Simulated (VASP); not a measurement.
Here is a VASP 6.6.1 calculation.

Contents of INCAR:

```
PREC = Accurate
ENCUT = 600
EDIFF = 1E-6
ISMEAR = 0
SIGMA = 0.1
LREAL = False
LASPH = True
NELM = 60
ALGO = Normal
ISIF = 3
LWAVE = False
LCHARG = False
GGA = PE
IBRION = 2
NSW = 100
EDIFFG = -0.01
```

File KPOINTS:

```
regular mesh
0
Gamma
  12 12 8
```

Contents of POSCAR:

```
BiAsSe
1.0
    4.1439370156      0.0000000000      0.0000000000
    0.0000000000      4.1439370156      0.0000000000
    0.0000000000      0.0000000000      5.5861442490
Bi As Se
1 1 1
Direct
    0.0000000000      0.0000000000      0.5000000000
    0.0000000000      0.0000000000      0.0000000000
    0.5000000000      0.5000000000      0.5000000000
```

Potentials or basis: VASP PAW PBE potentials, release 64 (Bi_d, As, Se).

Command:

```sh
$ cat potpaw_PBE.64/Bi_d/POTCAR potpaw_PBE.64/As/POTCAR potpaw_PBE.64/Se/POTCAR > POTCAR
$ mpirun -np 1 vasp_std > vasp.out
```

(1) Estimate the space group after relaxing (to 0.1 Å).

(2) Estimate the relaxed volume.

(3) What does it give for the relaxed cell?

(4) What does it give for the band gap on the k mesh?

Answers

(1) P4/mmm (No. 123).

(2) 32.29 Å³/atom.

(3) a = 4.088 Å, b = 4.088 Å, c = 5.796 Å, α = 90.00°, β = 90.00°, γ = 90.00°.

(4) zero (bands 13 and 14 overlap by 1.69 eV).

Caveat: spin-orbit coupling is left out, which moves the levels of the heavy elements.
